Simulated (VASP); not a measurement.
# CaB5 (P-62m) in VASP: relaxation of cell and atoms with PBE

Aim: the relaxation of cell and atoms of CaB5 with PBE.

Program: VASP 6.6.1. These are calculated values, not measurements. Logs are shortened: lines on timing, memory, paths and dates and some standing lists are left out, and cuts for length are marked.

## 1. The cell of the first run

Symmetry: P-62m, No. 189, hexagonal system. Conventional cell: a = 4.705 Å, b = 4.705 Å, c = 4.359 Å, α = 90.00°, β = 90.00°, γ = 120.00°. Ca (site symmetry -62m) has 12 B at 2.67 to 2.72 Å within 3.5 Å. B (site symmetry m2m) has 2 Ca at 2.67 Å and 10 B at 2.68 to 2.74 Å within 3.5 Å. Within 3.5 Å of B (site symmetry -6) lie 9 B at 2.69 to 2.72 Å and 3 Ca at 2.72 Å.

The cell was built from a structure type or drawn by symmetry, and may not be a known phase.

## 2. Relaxation of cell and atoms, PBE

Contents of INCAR:

```
SYSTEM = CaB5
PREC = Accurate
ENCUT = 600
EDIFF = 1E-6
ISMEAR = 0
SIGMA = 0.1
LREAL = .False.
LASPH = .True.
NELM = 100
ALGO = Normal
ISIF = 3
LWAVE = .False.
LCHARG = .False.
GGA = PE
IBRION = 2
NSW = 90
EDIFFG = -0.04
```

Contents of KPOINTS:

```
regular mesh
0
Gamma
  6 6 4
  0 0 0
```

Contents of POSCAR:

```
CaB5
1.0
    4.7052390300      0.0000000000      0.0000000000
   -2.3526195100      4.0748565300      0.0000000000
    0.0000000000      0.0000000000      4.3587393800
Ca B
1 5
Direct
    0.0000000000      0.0000000000      0.5000000000
    0.0000000000      0.6714212300      0.0000000000
    0.6714212300      0.0000000000      0.0000000000
    0.3285787700      0.3285787700      0.0000000000
    0.6666666700      0.3333333300      0.5000000000
    0.3333333300      0.6666666700      0.5000000000
```

Potentials or basis: VASP PAW PBE potentials, release 64 (Ca_sv, B).

Run with:

```bash
$ cat potpaw_PBE.64/Ca_sv/POTCAR potpaw_PBE.64/B/POTCAR > POTCAR
$ mpirun -np 1 vasp_std > vasp.out
```

OUTCAR:

```text
SYSTEM = CaB5
   PREC = Accurate
   ENCUT = 600
   EDIFF = 1E-6
   ISMEAR = 0
   LREAL = .False.
   LASPH = .True.
   NELM = 100
   ISIF = 3
   GGA = PE
   IBRION = 2
   NSW = 90
   EDIFFG = -0.04

 ion  position               nearest neighbor table
   1  0.000  0.000  0.500-   2 2.67   2 2.67   3 2.67   3 2.67   4 2.67   4 2.67
   2  0.000  0.671  0.000-   1 2.67   1 2.67
   3  0.671  0.000  0.000-   1 2.67   1 2.67
   4  0.329  0.329  0.000-   1 2.67   1 2.67
   5  0.667  0.333  0.500-
   6  0.333  0.667  0.500-

  LATTYP: Found a hexagonal cell.
 ALAT       =     4.7052390300
 C/A-ratio  =     0.9263587572

  Lattice vectors:

 A1 = (   4.7052390300,   0.0000000000,   0.0000000000)
 A2 = (  -2.3526195100,   4.0748565300,   0.0000000000)
 A3 = (   0.0000000000,   0.0000000000,   4.3587393800)

Analysis of symmetry for initial positions (statically):
=====================================================================
 Subroutine PRICEL returns:
 Original cell was already a primitive cell.

 Routine SETGRP: Setting up the symmetry group for a
 hexagonal supercell.

 Subroutine GETGRP returns: Found 12 space group operations
 (whereof 12 operations were pure point group operations)
 out of a pool of 24 trial point group operations.

The static configuration has the point symmetry D_3h.

Analysis of symmetry for dynamics (positions and initial velocities):
=====================================================================
 Subroutine PRICEL returns:
 Original cell was already a primitive cell.

 Routine SETGRP: Setting up the symmetry group for a
 hexagonal supercell.

 Subroutine GETGRP returns: Found 12 space group operations
 (whereof 12 operations were pure point group operations)
 out of a pool of 24 trial point group operations.

The dynamic configuration has the point symmetry D_3h.

 Subroutine INISYM returns: Found 12 space group operations
 (whereof 12 operations are pure point group operations),
 and found     1 'primitive' translations

----------------------------------------------------------------------------------------

                                     Primitive cell

  volume of cell :      83.5709

  direct lattice vectors                    reciprocal lattice vectors
     4.705239030  0.000000000  0.000000000     0.212529054  0.122703706  0.000000000
    -2.352619510  4.074856530  0.000000000     0.000000000  0.245407413  0.000000000
     0.000000000  0.000000000  4.358739380     0.000000000  0.000000000  0.229424132

  length of vectors
     4.705239030  4.705239027  4.358739380     0.245407413  0.245407413  0.229424132

  position of ions in fractional coordinates (direct lattice)
     0.000000000  0.000000000  0.500000000
     0.000000000  0.671421230  0.000000000
     0.671421230  0.000000000  0.000000000
     0.328578770  0.328578770  0.000000000
     0.666666670  0.333333330  0.500000000
     0.333333330  0.666666670  0.500000000

  ion indices of the primitive-cell ions
   primitive index   ion index
                 1           1
                 2           2
                 3           3
                 4           4
                 5           5
                 6           6

----------------------------------------------------------------------------------------

 KPOINTS: regular mesh

Automatic generation of k-mesh.
 Grid dimensions read from file:
 generate k-points for:    6    6    4

 Generating k-lattice:

  Cartesian coordinates                     Fractional coordinates (reciprocal lattice)
     0.035421509  0.020450618  0.000000000     0.166666667  0.000000000  0.000000000
     0.000000000  0.040901236  0.000000000     0.000000000  0.166666667  0.000000000
     0.000000000  0.000000000  0.057356033     0.000000000  0.000000000  0.250000000

  Length of vectors
     0.040901235  0.040901236  0.057356033

  Shift w.r.t. Gamma in fractional coordinates (k-lattice)
     0.000000000  0.000000000  0.000000000

 Subroutine IBZKPT returns following result:
 ===========================================

 Found     21 irreducible k-points:

 Following reciprocal coordinates:
            Coordinates               Weight
  0.000000  0.000000  0.000000      1.000000
  0.166667  0.000000  0.000000      6.000000
  0.333333  0.000000  0.000000      6.000000
  0.500000  0.000000  0.000000      3.000000
  0.166667  0.166667  0.000000      6.000000
  0.333333  0.166667  0.000000     12.000000
[... 13 lines left out ...]
  0.333333  0.166667  0.500000     12.000000
  0.333333  0.333333  0.500000      2.000000
   k-points           NKPTS =     21   k-points in BZ     NKDIM =     21   number of bands    NBANDS=     16
   number of dos      NEDOS =    301   number of ions     NIONS =      6
   total plane-waves  NPLWV =  57600
   dimension x,y,z NGX =    40 NGY =   40 NGZ =   36
   dimension x,y,z NGXF=    80 NGYF=   80 NGZF=   72
   ions per type =               1   5
   NGX,Y,Z   is equivalent  to a cutoff of  14.13, 14.13, 13.73 a.u.
   NGXF,Y,Z  is equivalent  to a cutoff of  28.27, 28.27, 27.46 a.u.
 SYSTEM =  CaB5
   PREC   = accura    normal or accurate (medium, high low for compatibility)
   ISTART =      0    job   : 0-new  1-cont  2-samecut
   ICHARG =      2    charge: 1-file 2-atom 10-const
   ISPIN  =      1    spin polarized calculation?
   LNONCOLLINEAR =      F non collinear calculations
   LSORBIT =      F    spin-orbit coupling
   LASPH  =      T    aspherical Exc in radial PAW
   ENCUT  =  600.0 eV  44.10 Ry    6.64 a.u.   9.40  9.40  8.71*2*pi/ulx,y,z
   NELM   =    100;   NELMIN=  2; NELMDL= -5     # of ELM steps
   EDIFF  = 0.1E-05   stopping-criterion for ELM
   LREAL  =      F    real-space projection
   EDIFFG = -.4E-01   stopping-criterion for IOM
   NSW    =     90    number of steps for IOM
   IBRION =      2    ionic relax: 0-MD 1-quasi-New 2-CG
   NFREE  =      1    steps in history (QN), initial steepest desc. (CG)
   ISIF   =      3    stress and relaxation
   ISYM   =      2    0-nonsym 1-usesym 2-fastsym
   POTIM  = 0.5000    time-step for ionic-motion
   TEBEG  =    0.0;   TEEND  =   0.0 temperature during run
   PSTRESS=    0.0 pullay stress
   NELECT =      25.0000    total number of electrons
   NUPDOWN=      -1.0000    fix difference up-down
   EMIN   =  10.00;   EMAX   =-10.00  energy-range for DOS
   EFERMI =   0.00;   METHOD = LEGACY
   ISMEAR =     0;   SIGMA  =   0.10  broadening in eV -4-tet -1-fermi 0-gaus
   EFERMI_NEDOS =   21; number of points for ismear=-14 and -15
   IALGO  =     38    algorithm
   IMIX   =      4    mixing-type and parameters
     AMIX     =   0.40;   BMIX     =  1.00
     AMIX_MAG =   1.60;   BMIX_MAG =  1.00
  volume/ion in A,a.u.               =      13.93        93.99
  Fermi-wavevector in a.u.,A,eV,Ry     =   1.094888  2.069039 16.310401  1.198781
  Thomas-Fermi vector in A             =   2.231202
   LORBIT       =      0    0 simple, 1 ext, 2 COOP (PROOUT), +10 PAW based schemes
   GGA     = PE    functional components
   LHFCALC =     F    Hartree Fock is set to
   AEXX    =    0.0000 exact exchange contribution
   IVDW    =     0    specifies the selected vdW correction
   LEPSILON=     F    determine dielectric tensor
   LRPA    =     F    only Hartree local field effects (RPA)
 conjugate gradient relaxation of ions
 non-spin polarized calculation
 Gauss-broadening in eV      SIGMA  =   0.10
  energy-cutoff  :      600.00
  volume of cell :       83.57
 maximum number of plane-waves:      2814
 NGX is ok and might be reduce to    40
   NGX = 19   NGY = 19   NGZ = 17

--------------------------------------- Ionic step        1  -------------------------------------------

 number of electron      25.0000000 magnetization

 Free energy of the ion-electron system (eV)
  ---------------------------------------------------
  ext. energy  EPLUGINS =         0.00000000
  ---------------------------------------------------
  free energy    TOTEN  =       -21.65821506 eV

  energy without entropy =      -21.63969678  energy(sigma->0) =      -21.64895592

------------------------ aborting loop because EDIFF is reached ----------------------------------------

  FORCE on cell =-STRESS in cart. coord.  units (eV):
  Direction    XX          YY          ZZ          XY          YZ          ZX
  --------------------------------------------------------------------------------------
  -------------------------------------------------------------------------------------
  Total       -6.9694070     -6.9694070    -10.0481437     -0.0000000      0.0000000     -0.0000000
  in kB     -133.6138557   -133.6138556   -192.6377968     -0.0000002      0.0000000     -0.0000000
  external PRESSURE =    -153.2885027 kB  Pullay stress =       0.0000000 kB
[... 65 lines left out ...]
  energy  without entropy=      -23.3543615380  energy(sigma->0) =      -23.35854744

--------------------------------------- Ionic step        3  -------------------------------------------

 number of electron      25.0000001 magnetization

 E-fermi :  11.9820     XC(G=0): -13.9675

 val. band max:       11.9672137150   @ k =   0.1667   0.0000   0.5000
 cond. band min:      11.9991785093   @ k =   0.1667   0.1667   0.2500
 fundamental gap:      0.0319647943
 Fermi energy:        11.9820044044

 k-point     1 :       0.0000    0.0000    0.0000
  band No.  band energies     occupation
      1     -26.9603      2.00000
      2      -9.0268      2.00000
      3      -9.0268      2.00000
      4      -8.0773      2.00000
      5      -5.5394      2.00000
      6       2.4447      2.00000
[... 8 lines left out ...]
     15      14.0181      0.00000
     16      14.1024      0.00000
[... 411 lines left out ...]
  FREE ENERGIE OF THE ION-ELECTRON SYSTEM (eV)
  ---------------------------------------------------
  free  energy   TOTEN  =       -19.7194829820 eV

  energy  without entropy=      -19.6962337318  energy(sigma->0) =      -19.70785836

[... ionic steps 4 to 15 ...]

--------------------------------------- Ionic step       16  -------------------------------------------

 number of electron      25.0000000 magnetization

------------------------ aborting loop because EDIFF is reached ----------------------------------------

  FORCE on cell =-STRESS in cart. coord.  units (eV):
  Direction    XX          YY          ZZ          XY          YZ          ZX
  --------------------------------------------------------------------------------------
  -------------------------------------------------------------------------------------
  Total        0.0976308      0.0976308     -0.0444036      0.0000000     -0.0000000      0.0000000
  in kB        3.0911735      3.0911735     -1.4059011      0.0000000     -0.0000000      0.0000000
  external PRESSURE =       1.5921486 kB  Pullay stress =       0.0000000 kB
[... 65 lines left out ...]
  energy  without entropy=      -31.3038114896  energy(sigma->0) =      -31.30468047

--------------------------------------- Ionic step       18  -------------------------------------------

 number of electron      25.0000000 magnetization

 Free energy of the ion-electron system (eV)
  ---------------------------------------------------
  ext. energy  EPLUGINS =         0.00000000
  ---------------------------------------------------
  free energy    TOTEN  =       -31.30569338 eV

  energy without entropy =      -31.30395226  energy(sigma->0) =      -31.30482282

 E-fermi :   7.4868     XC(G=0): -12.0273

 val. band max:        7.3115920513   @ k =   0.1667   0.1667   0.0000
 cond. band min:       7.5556898211   @ k =   0.1667   0.0000   0.0000
 fundamental gap:      0.2440977698
 Fermi energy:         7.4868379580

 k-point     1 :       0.0000    0.0000    0.0000
  band No.  band energies     occupation
      1     -32.1906      2.00000
      2     -13.4814      2.00000
      3     -13.4814      2.00000
      4     -12.8450      2.00000
      5      -7.3543      2.00000
      6      -2.0069      2.00000
[... 8 lines left out ...]
     15      11.1447      0.00000
     16      13.3012      0.00000
[... 411 lines left out ...]
  FREE ENERGIE OF THE ION-ELECTRON SYSTEM (eV)
  ---------------------------------------------------
  free  energy   TOTEN  =       -31.3056933813 eV

  energy  without entropy=      -31.3039522573  energy(sigma->0) =      -31.30482282

 reached required accuracy - stopping structural energy minimisation
```

Run time: 7.4 min. Hardware: 1 thread of Intel Xeon Platinum 8488C (Sapphire Rapids), shared host; peak memory 0.26 GiB.

Results:

```
Free energy                           : -31.3057 eV
Relaxed volume                        : 8.44 Å³/atom
Relaxed cell                          : a = 4.474 Å, b = 4.474 Å, c = 2.921 Å, α = 90.00°, β = 90.00°, γ = 120.00°
Space group after relaxing (to 0.1 Å) : P6/mmm (No. 191)
Pressure after relaxing               : 0.1 GPa
Largest force after relaxing          : 0.037 eV/Å
Band gap on the k mesh                : zero (an odd number of electrons rules out a gap without spin polarisation)
```

Forces in eV/Å, atoms in the order of the input:
```
Ca   0.000  0.000  0.000
B    0.019 -0.032  0.000
B   -0.037  0.000  0.000
B    0.019  0.032  0.000
B    0.000  0.000  0.000
B    0.000  0.000  0.000
```

Final structure:
```cif
data_structure
_symmetry_space_group_name_H-M 'P 1'
_symmetry_Int_Tables_number 1
_cell_length_a 4.4743
_cell_length_b 4.4743
_cell_length_c 2.9209
_cell_angle_alpha 90.000
_cell_angle_beta 90.000
_cell_angle_gamma 120.000
_cell_volume 50.64
loop_
_atom_site_label
_atom_site_type_symbol
_atom_site_fract_x
_atom_site_fract_y
_atom_site_fract_z
_atom_site_occupancy
Ca1 Ca 0.00000 0.00000 0.50000 1
B1 B 0.00000 0.50078 0.00000 1
B2 B 0.50078 0.00000 0.00000 1
B3 B 0.49922 0.49922 0.00000 1
B4 B 0.66667 0.33333 0.50000 1
B5 B 0.33333 0.66667 0.50000 1
```

Caveat: the k points lie up to 0.54 Å⁻¹ apart in the final cell, too coarse for converged energies and pressures of a metal; the volume moved by over 15 % at a fixed basis, so the end points are rough.
